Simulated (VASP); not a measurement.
Crystal: BAs.

```
CELL_PARAMETERS angstrom
0.00000 2.38850 2.38850
2.38850 0.00000 2.38850
2.38850 2.38850 0.00000
ATOMIC_POSITIONS crystal
B 0.00000 0.00000 0.00000
As 0.75000 0.75000 0.75000
```

```yaml
Program: VASP 6.6.1
Task: relaxation of cell and atoms
Functional: PBE
Potentials_or_basis: VASP PAW PBE potentials, release 64 (B, As)
Cutoff: 500 eV
k_mesh: 10 × 10 × 10
Occupations: gaussian, width 0.02 eV
Spin: no spin polarisation
```

At the start: pressure 3.4 GPa; volume 13.63 Å³/atom.

Q: Where does the relaxation end?

A: Over 3 steps the energy falls by 3.6 meV/atom and the volume is 13.97 Å³/atom (+2.5 %); space group F-43m (No. 216, to 0.05 Å).

The path:
| step | energy change (eV) | largest force (eV/Å) | pressure (GPa) | volume (Å³) |
| --- | --- | --- | --- | --- |
| 1 | 0.0000 | 0.0000 | 3.44 | 27.25 |
| 2 | -0.0037 | 0.0000 | -2.19 | 28.42 |
| 3 | -0.0071 | 0.0000 | 0.01 | 27.93 |

Final structure:
```yaml
crystal:
  lattice:
    - [0.00000, 2.40825, 2.40825]
    - [2.40825, 0.00000, 2.40825]
    - [2.40825, 2.40825, 0.00000]
  atoms:
    - { symbol: B, position: [0.00000, 0.00000, 0.00000] }
    - { symbol: As, position: [0.75000, 0.75000, 0.75000] }
```
